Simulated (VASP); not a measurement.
A run of VASP 6.6.1:

POSCAR

```
TiO
1.0
    4.9890877720      0.0000000000      0.0000000000
   -2.4945438860      4.3206767523      0.0000000000
    0.0000000000      0.0000000000      2.8733134400
Ti O
3 3
Direct
    0.6666666667      0.3333333333      0.5000000000
    0.3333333333      0.6666666667      0.5000000000
    0.0000000000      0.0000000000      0.0000000000
    0.6055592400      0.6055592400      0.0000000000
    0.3944407600      0.0000000000      0.0000000000
    0.0000000000      0.3944407600      0.0000000000
```

File INCAR.step1:

```
SYSTEM = TiO
PREC = Accurate
ENCUT = 520
ISMEAR = 0
SIGMA = 0.1
LREAL = .False.
LASPH = .True.
NELM = 80
NBANDS = 36
GGA = PE
ALGO = Normal
EDIFF = 1E-4
LWAVE = .True.
LCHARG = .False.
```

File INCAR.step2:

```
SYSTEM = TiO
PREC = Accurate
ENCUT = 520
EDIFF = 1E-7
ISMEAR = 0
SIGMA = 0.1
LREAL = .False.
LASPH = .True.
NELM = 80
ALGO = Normal
ISIF = 2
LWAVE = .False.
LCHARG = .False.
METAGGA = R2SCAN
LMIXTAU = .True.
NBANDS = 36
ISTART = 1
```

File KPOINTS:

```
regular mesh
0
Gamma
  12 12 12
  0 0 0
```

Potentials or basis: VASP PAW PBE potentials, release 64 (Ti_sv, O).

Command:

```sh
$ cat potpaw_PBE.64/Ti_sv/POTCAR potpaw_PBE.64/O/POTCAR > POTCAR
$ cp INCAR.step1 INCAR
$ mpirun -np 1 vasp_std > vasp.out
$ cp INCAR.step2 INCAR
$ mpirun -np 1 vasp_std > vasp.out
```

Hardware: 1 thread of AMD EPYC 7R13 Processor (Zen 3), with other jobs on the host.

How long does it take, and how much memory?

Wall time 25 min on 1 thread of AMD EPYC 7R13 Processor (Zen 3), with other jobs on the host, peak memory 0.33 GiB. Counts: k points 133.
